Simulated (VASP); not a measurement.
A run of VASP 6.6.1:

The input INCAR:

```
SYSTEM = Ni
ALGO = Normal
DIPOL = 0.5 0.5 0.500
EDIFF = 1E-7
ENCUT = 520
GGA = PS
IDIPOL = 3
ISIF = 2
ISMEAR = -1
ISPIN = 2
LASPH = .True.
LCHARG = .True.
LDIPOL = .True.
LELF = .True.
LMAXMIX = 4
LORBIT = 11
LREAL = .False.
LVACPOTAV = .True.
LVHAR = .True.
LWAVE = .False.
MAGMOM = 1 1 1
NBANDS = 26
NELM = 150
PREC = Accurate
SIGMA = 0.05
```

Contents of KPOINTS:

```
k-points
0
Gamma
  19 19 1
  0 0 0
```

The input POSCAR:

```
Ni
1.0
    2.4880369258      0.0000000000      0.0000000000
   -1.2440184629      2.1547031833      0.0000000000
    0.0000000000      0.0000000000     20.0629000000
Ni
3
Direct
    0.1666666665      0.3333333335      0.3987447657
    0.5000000005      0.9999999995      0.4999999997
    0.8333333335      0.6666666665      0.6012552343
```

Potentials or basis: VASP PAW PBE potentials, release 64 (Ni).

Command:

```bash
$ cat potpaw_PBE.64/Ni/POTCAR > POTCAR
$ mpirun -np 1 vasp_std > vasp.out
```

Hardware: 1 thread of Intel(R) Xeon(R) 6975P-C (Granite Rapids), with other jobs on the host.

Task: Estimate the wall time of this run.

Result: Wall time 3.2 min on 1 thread of Intel(R) Xeon(R) 6975P-C (Granite Rapids), on a shared host, peak memory 0.35 GiB. Counts: scf iterations 29, k points 40.
